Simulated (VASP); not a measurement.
Input of a VASP 6.6.1 run:

File INCAR:

```
SYSTEM = Ta
ALGO = Fast
EDIFF = 1E-6
ENCUT = 520
GGA = PE
ISIF = 2
ISMEAR = 0
LASPH = .TRUE.
LCHARG = .FALSE.
LREAL = .FALSE.
LWAVE = .FALSE.
NBANDS = 30
NELM = 80
PREC = Accurate
SIGMA = 0.15
```

File KPOINTS:

```
k-points
0
G
  17 17 5
  0 0 0
```

File POSCAR:

```
Ta
1.0
   -1.6512800000      1.6512800000     -1.6512800000
   -1.6512800000     -1.6512800000      1.6512800000
    0.0000000000      7.7058632480      5.5043767520
Ta
4
Direct
   -0.2916375000      0.2916375000      0.8750000000
    0.4583375000      0.5416625000      0.1250000000
   -0.1249875000      0.1249875000      0.3750000000
    0.2916875000      0.7083125000      0.6250000000
```

Potentials or basis: VASP PAW PBE potentials, release 64 (Ta_pv).

Launch:

```console
$ cat potpaw_PBE.64/Ta_pv/POTCAR > POTCAR
$ mpirun -np 1 vasp_std > vasp.out
```

Question: What does it give for the largest force?

Answer: 1.969 eV/Å.

Question: Predict the pressure.

Answer: 5.2 GPa.

Question: Estimate the band gap on the k mesh.

Answer: Zero (bands 22 and 23 overlap by 1.38 eV).

Forces in eV/Å, atoms in the order of the input:
```
Ta   0.000 -0.371 -1.934
Ta   0.000  0.371  1.934
Ta   0.000  0.101 -0.100
Ta   0.000 -0.101  0.100
```

Caveat: the cell differs from its parent crystal (the part above a cut slid along it); the stress differs along the axes, from 0 to 12 GPa; spin-orbit coupling is left out, which moves the levels of the heavy elements; forces of over 1 eV/Å act on the atoms, so gaps and moduli don't describe the material at rest.
